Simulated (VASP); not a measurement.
# C (Fmmm) in VASP: notebook

The runs below take C through single point, with PBE.

Program: VASP 6.6.1. These are calculated values, not measurements. Logs are shortened: lines on timing, memory, paths and dates and some standing lists are left out, and cuts for length are marked.

### Step 1. The cell of the first run

Symmetry: Fmmm, No. 69, orthorhombic system. Conventional cell: a = 2.481 Å, b = 4.297 Å, c = 6.696 Å, α = 90.00°, β = 90.00°, γ = 90.00°. Within 1.9 Å of C (site symmetry m2m) lie 3 C at 1.43 Å.

### Step 2. Single point, PBE (equal xx and yy strain of +1 %)

File INCAR:

```
SYSTEM = C
PREC = Accurate
ENCUT = 520
EDIFF = 1E-7
ISMEAR = -1
SIGMA = 0.05
LREAL = .False.
LASPH = .True.
NELM = 60
ALGO = Normal
ISIF = 2
LWAVE = .False.
LCHARG = .False.
GGA = PE
NBANDS = 11
```

File KPOINTS:

```
Automatic mesh
0
Gamma
  18 18 18
  0 0 0
```

File POSCAR:

```
C
1.0
    0.0000000000      2.1482700000      3.3480000000
    1.2402800000      0.0000000000      3.3480000000
    1.2402800000      2.1482700000      0.0000000000
C
2
Direct
    0.1666700000      0.8333300000      0.1666700000
    0.8333300000      0.1666700000      0.8333300000
```

Potentials or basis: VASP PAW PBE potentials, release 64 (C).

Launch:

```
cat potpaw_PBE.64/C/POTCAR > POTCAR
mpirun -np 1 vasp_std > vasp.out
```

OUTCAR:

```text
SYSTEM = C
   PREC = Accurate
   ENCUT = 520
   EDIFF = 1E-7
   ISMEAR = -1
   LREAL = .False.
   LASPH = .True.
   NELM = 60
   ISIF = 2
   GGA = PE

 ion  position               nearest neighbor table
   1  0.167  0.833  0.167-   2 1.43   2 1.43   2 1.43
   2  0.833  0.167  0.833-   1 1.43   1 1.43   1 1.43

  LATTYP: Found a face centered orthorhombic cell.
 ALAT       =     2.4805600000
 B/A-ratio  =     1.7320846906
 C/A-ratio  =     2.6993904602

  Lattice vectors:

 A1 = (   0.0000000000,   2.1482700000,   3.3480000000)
 A2 = (   1.2402800000,   0.0000000000,   3.3480000000)
 A3 = (   1.2402800000,   2.1482700000,   0.0000000000)

Analysis of symmetry for initial positions (statically):
=====================================================================
 Subroutine PRICEL returns:
 Original cell was already a primitive cell.

 Routine SETGRP: Setting up the symmetry group for a
 face centered orthorhombic supercell.

 Subroutine GETGRP returns: Found  8 space group operations
 (whereof  8 operations were pure point group operations)
 out of a pool of  8 trial point group operations.

The static configuration has the point symmetry D_2h.

Analysis of symmetry for dynamics (positions and initial velocities):
=====================================================================
 Subroutine PRICEL returns:
 Original cell was already a primitive cell.

 Routine SETGRP: Setting up the symmetry group for a
 face centered orthorhombic supercell.

 Subroutine GETGRP returns: Found  8 space group operations
 (whereof  8 operations were pure point group operations)
 out of a pool of  8 trial point group operations.

The dynamic configuration has the point symmetry D_2h.

 Subroutine INISYM returns: Found  8 space group operations
 (whereof  8 operations are pure point group operations),
 and found     1 'primitive' translations

----------------------------------------------------------------------------------------

                                     Primitive cell

  volume of cell :      17.8412

  direct lattice vectors                    reciprocal lattice vectors
     0.000000000  2.148270000  3.348000000    -0.403134776  0.232745418  0.149342891
     1.240280000  0.000000000  3.348000000     0.403134776 -0.232745418  0.149342891
     1.240280000  2.148270000  0.000000000     0.403134776  0.232745418 -0.149342891

  length of vectors
     3.977960280  3.570349910  2.480596394     0.488867443  0.488867443  0.488867443

  position of ions in fractional coordinates (direct lattice)
     0.166670000  0.833330000  0.166670000
     0.833330000  0.166670000  0.833330000

  ion indices of the primitive-cell ions
   primitive index   ion index
                 1           1
                 2           2

----------------------------------------------------------------------------------------

 KPOINTS: Automatic mesh

Automatic generation of k-mesh.
 Grid dimensions read from file:
 generate k-points for:   18   18   18

 Generating k-lattice:

  Cartesian coordinates                     Fractional coordinates (reciprocal lattice)
    -0.022396376  0.012930301  0.008296827     0.055555556  0.000000000  0.000000000
     0.022396376 -0.012930301  0.008296827     0.000000000  0.055555556 -0.000000000
     0.022396376  0.012930301 -0.008296827     0.000000000 -0.000000000  0.055555556

  Length of vectors
     0.027159302  0.027159302  0.027159302

  Shift w.r.t. Gamma in fractional coordinates (k-lattice)
     0.000000000  0.000000000  0.000000000

 Subroutine IBZKPT returns following result:
 ===========================================

 Found    865 irreducible k-points:

 Following reciprocal coordinates:
            Coordinates               Weight
  0.000000  0.000000  0.000000      1.000000
  0.055556 -0.000000 -0.000000      8.000000
  0.111111 -0.000000 -0.000000      8.000000
  0.166667  0.000000 -0.000000      8.000000
  0.222222 -0.000000 -0.000000      8.000000
  0.277778 -0.000000 -0.000000      8.000000
[... 16 lines left out ...]
 -0.277778  0.055556  0.000000      8.000000
 -0.222222  0.055556  0.000000      8.000000
 [... further k-points ...]
   k-points           NKPTS =    865   k-points in BZ     NKDIM =    865   number of bands    NBANDS=     11
   number of dos      NEDOS =    301   number of ions     NIONS =      2
   total plane-waves  NPLWV =  15120
   dimension x,y,z NGX =    30 NGY =   28 NGZ =   18
   dimension x,y,z NGXF=    60 NGYF=   56 NGZF=   36
   ions per type =               2
   NGX,Y,Z   is equivalent  to a cutoff of  12.54, 13.04, 12.06 a.u.
   NGXF,Y,Z  is equivalent  to a cutoff of  25.08, 26.08, 24.13 a.u.
 SYSTEM =  C
   PREC   = accura    normal or accurate (medium, high low for compatibility)
   ISTART =      0    job   : 0-new  1-cont  2-samecut
   ICHARG =      2    charge: 1-file 2-atom 10-const
   ISPIN  =      1    spin polarized calculation?
   LNONCOLLINEAR =      F non collinear calculations
   LSORBIT =      F    spin-orbit coupling
   LASPH  =      T    aspherical Exc in radial PAW
   ENCUT  =  520.0 eV  38.22 Ry    6.18 a.u.   7.40  6.64  4.61*2*pi/ulx,y,z
   NELM   =     60;   NELMIN=  2; NELMDL= -5     # of ELM steps
   EDIFF  = 0.1E-06   stopping-criterion for ELM
   LREAL  =      F    real-space projection
   EDIFFG = 0.1E-05   stopping-criterion for IOM
   NSW    =      0    number of steps for IOM
   IBRION =     -1    ionic relax: 0-MD 1-quasi-New 2-CG
   NFREE  =      0    steps in history (QN), initial steepest desc. (CG)
   ISIF   =      2    stress and relaxation
   ISYM   =      2    0-nonsym 1-usesym 2-fastsym
   POTIM  = 0.5000    time-step for ionic-motion
   TEBEG  =    0.0;   TEEND  =   0.0 temperature during run
   PSTRESS=    0.0 pullay stress
   NELECT =       8.0000    total number of electrons
   NUPDOWN=      -1.0000    fix difference up-down
   EMIN   =  10.00;   EMAX   =-10.00  energy-range for DOS
   EFERMI =   0.00;   METHOD = LEGACY
   ISMEAR =    -1;   SIGMA  =   0.05  broadening in eV -4-tet -1-fermi 0-gaus
   EFERMI_NEDOS =   21; number of points for ismear=-14 and -15
   IALGO  =     38    algorithm
   IMIX   =      4    mixing-type and parameters
     AMIX     =   0.40;   BMIX     =  1.00
     AMIX_MAG =   1.60;   BMIX_MAG =  1.00
  volume/ion in A,a.u.               =       8.92        60.20
  Fermi-wavevector in a.u.,A,eV,Ry     =   1.253036  2.367894 21.362490  1.570099
  Thomas-Fermi vector in A             =   2.386908
   LORBIT       =      0    0 simple, 1 ext, 2 COOP (PROOUT), +10 PAW based schemes
   GGA     = PE    functional components
   LHFCALC =     F    Hartree Fock is set to
   AEXX    =    0.0000 exact exchange contribution
   IVDW    =     0    specifies the selected vdW correction
   LEPSILON=     F    determine dielectric tensor
   LRPA    =     F    only Hartree local field effects (RPA)
 non-spin polarized calculation
  energy-cutoff  :      520.00
  volume of cell :       17.84
 maximum number of plane-waves:       499
 NGX is ok and might be reduce to    30
   NGX = 15   NGY = 13   NGZ =  9

 number of electron       8.0000001 magnetization

 Free energy of the ion-electron system (eV)
  ---------------------------------------------------
  ext. energy  EPLUGINS =         0.00000000
  ---------------------------------------------------
  free energy    TOTEN  =       -18.41453079 eV

  energy without entropy =      -18.41431462  energy(sigma->0) =      -18.41442270

 E-fermi :   4.5865     XC(G=0): -10.2972

 val. band max:        4.5485335194   @ k =  -0.2778   0.0556   0.3333
 cond. band min:       4.6281298598   @ k =  -0.2222   0.1111   0.3333
 fundamental gap:      0.0795963404
 Fermi energy:         4.5865229973

 k-point     1 :       0.0000    0.0000    0.0000
  band No.  band energies     occupation
      1     -14.9191      2.00000
      2      -1.8145      2.00000
      3       1.5644      2.00000
      4       1.5908      2.00000
      5       8.9642      0.00000
      6      12.7903      0.00000
      7      12.8653      0.00000
      8      15.7462      0.00000
      9      16.7794      0.00000
     10      26.9853      0.00000
     11      30.1859      0.00000

 k-point     2 :       0.0556   -0.0000   -0.0000
  band No.  band energies     occupation
      1     -14.8440      2.00000
      2      -1.7513      2.00000
      3       1.2901      2.00000
      4       1.4185      2.00000
      5       9.0905      0.00000
      6      12.8784      0.00000
      7      13.1240      0.00000
      8      15.4811      0.00000
      9      16.9206      0.00000
     10      27.2254      0.00000
     11      29.3308      0.00000

 k-point     3 :       0.1111   -0.0000   -0.0000
  band No.  band energies     occupation
      1     -14.6193      2.00000
      2      -1.5608      2.00000
      3       0.4855      2.00000
      4       1.0098      2.00000
      5       9.4670      0.00000
      6      12.9139      0.00000
      7      13.9928      0.00000
      8      14.7307      0.00000
      9      17.3773      0.00000
     10      27.4401      0.00000
     11      27.9556      0.00000

 k-point     4 :       0.1667    0.0000   -0.0000
  band No.  band energies     occupation
      1     -14.2465      2.00000
      2      -1.2417      2.00000
      3      -0.6720      2.00000
      4       0.4604      2.00000
      5      10.0840      0.00000
      6      12.8374      0.00000
      7      13.6016      0.00000
      8      15.3039      0.00000
      9      18.1588      0.00000
     10      25.6828      0.00000
     11      28.7610      0.00000
[... 239 lines left out ...]
 k-point    22 :      -0.3333    0.0556    0.0000
  band No.  band energies     occupation
      1     -11.3934      2.00000
      2      -6.3211      2.00000
      3      -1.4688      2.00000
      4       1.4631      2.00000
      5       7.6803      0.00000
      6      11.9450      0.00000
      7      14.0681      0.00000
      8      20.3307      0.00000
      9      22.3242      0.00000
     10      22.9263      0.00000
     11      26.4110      0.00000

 k-point    23 :      -0.2778    0.0556    0.0000
  band No.  band energies     occupation
      1     -12.3084      2.00000
      2      -4.9118      2.00000
      3      -1.1262      2.00000
      4       0.7193      2.00000
      5       9.0899      0.00000
      6      12.0624      0.00000
      7      12.7888      0.00000
      8      20.5765      0.00000
      9      20.9995      0.00000
     10      22.1828      0.00000
     11      26.9232      0.00000

 k-point    24 :      -0.2222    0.0556    0.0000
  band No.  band energies     occupation
      1     -13.0984      2.00000
      2      -3.4605      2.00000
      3      -0.6685      2.00000
      4       0.0152      2.00000
      5      10.6125      0.00000
      6      11.4655      0.00000
      7      12.4556      0.00000
      8      18.7225      0.00000
      9      20.3416      0.00000
     10      22.7448      0.00000
     11      27.6222      0.00000

 [... further k-points ...]
[... 5 lines left out ...]
  --------------------------------------------------------------------------------------
  -------------------------------------------------------------------------------------
  Total       -0.7101798     -0.7679380      0.4333750      0.0000000      0.0000000      0.0000000
  in kB      -63.7756473    -68.9624526     38.9179893      0.0000000      0.0000000      0.0000000
  external PRESSURE =     -31.2733702 kB  Pullay stress =       0.0000000 kB

 VOLUME and BASIS-vectors are now :
 -----------------------------------------------------------------------------
  energy-cutoff  :      520.00
  volume of cell :       17.84
      direct lattice vectors                 reciprocal lattice vectors
     0.000000000  2.148270000  3.348000000    -0.403134776  0.232745418  0.149342891
     1.240280000  0.000000000  3.348000000     0.403134776 -0.232745418  0.149342891
     1.240280000  2.148270000  0.000000000     0.403134776  0.232745418 -0.149342891

 POSITION                                       TOTAL-FORCE (eV/Angst)
 -----------------------------------------------------------------------------------
      1.24028      0.71610      3.34800         0.000000      0.003616      0.000000
      1.24028      3.58044      3.34800         0.000000     -0.003616      0.000000
 -----------------------------------------------------------------------------------
    total drift:                               -0.000000     -0.000000     -0.000000

  FREE ENERGIE OF THE ION-ELECTRON SYSTEM (eV)
  ---------------------------------------------------
  free  energy   TOTEN  =       -18.4145307856 eV

  energy  without entropy=      -18.4143146182  energy(sigma->0) =      -18.41442270
```

Wall time 2.7 min (1 thread of Intel Xeon 6975P-C, shared host); peak memory 0.25 GiB.

What came out:

- Free energy: -18.4145 eV
- Pressure: -3.1 GPa
- Largest force: 0.004 eV/Å
- Band gap on the k mesh: 0.08 eV, indirect (least direct gap 0.15 eV)

Forces in eV/Å, atoms in the order of the input:
```
C    0.000  0.004  0.000
C    0.000 -0.004  0.000
```

Levels at points of the mesh, in eV from the valence-band top:
| k point | band 1 | band 2 | band 3 | band 4 | band 5 | band 6 | band 7 | band 8 |
| --- | --- | --- | --- | --- | --- | --- | --- | --- |
| (0.00, 0.00, 0.00) | -19.47 | -6.36 | -2.98 | -2.96 | 4.42 | 8.24 | 8.32 | 11.20 |
| (0.50, 0.00, 0.00) | -14.15 | -13.06 | -6.30 | -2.28 | 1.68 | 7.25 | 12.53 | 13.74 |
| (0.50, 0.50, 0.00) | -19.16 | -8.37 | -3.00 | -2.97 | 8.21 | 8.28 | 10.72 | 11.35 |
| (0.50, 0.00, 0.50) | -14.27 | -13.15 | -6.27 | -1.50 | 2.53 | 7.46 | 11.23 | 11.50 |
| (0.00, 0.50, 0.50) | -14.03 | -12.97 | -6.33 | -2.97 | 0.98 | 7.06 | 13.78 | 17.52 |

Caveat: the cell differs from its parent crystal (equal xx and yy strain of +1 %).

[end of part 1 of 2]
